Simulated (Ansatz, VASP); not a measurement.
## Be: VASP beside Ansatz

```
Be
1.0
    -1.25728    1.25728    1.25728
     1.25728   -1.25728    1.25728
     1.25728    1.25728   -1.25728
Be
1
Direct
  0.00000 0.00000 0.00000
```

Change from the starting cell: volume scaled by 1.01, crystal datasets.

Alike in both runs: task electric field gradients; functional PBEsol; k mesh 23 × 23 × 23; occupations fermi-dirac, width 0.03 eV; no spin polarisation.

|  | VASP | Ansatz |
| --- | --- | --- |
| version | VASP 6.6.1 | Ansatz 0.2.0 |
| potentials or method | VASP PAW PBE potentials, release 64 (Be), cutoff 520 eV | all-electron PAW with datasets made for the crystal, scalar-relativistic |

```tsv
	VASP	Ansatz	Ansatz less VASP
pressure (GPa)	-2.8	-3.2	-0.45
```

VASP's potentials were made for PBE, not for PBEsol. Ansatz ran all-electron here, and VASP with PAW potentials.
